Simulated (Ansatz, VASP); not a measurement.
# One calculation of Al, two programs

```
Al
1.0
     2.97200    0.00000    0.00000
    -1.48600    2.57383    0.00000
     0.00000    0.00000    7.64420
Al
4
Direct
  0.00000 0.00000 0.00000
  0.33333 0.66667 0.25000
  0.00000 0.00000 0.50000
  0.66667 0.33333 0.75000
```

Alike in both runs: task single point; functional PBE; dispersion D3(BJ); k mesh 18 × 18 × 4; occupations gaussian, width 0.15 eV; no spin polarisation.

|  | VASP | Ansatz |
| --- | --- | --- |
| version | VASP 6.6.1 | Ansatz 0.2.0 |
| potentials or method | VASP PAW PBE potentials, release 64 (Al), cutoff 520 eV | scalar-relativistic, plane waves, PAW |
| valence electrons in the cell | 12 | 12 |

```csv
,VASP,Ansatz,Ansatz less VASP
gap on the k mesh at the Fermi level (eV),none,none,-
pressure (GPa),15.5,15.5,-0.03
"traceless stress, the component that is largest in VASP (GPa)",15.94,15.94,0.000
```

A gap of «none» marks a metal or a gap that the smearing closes.
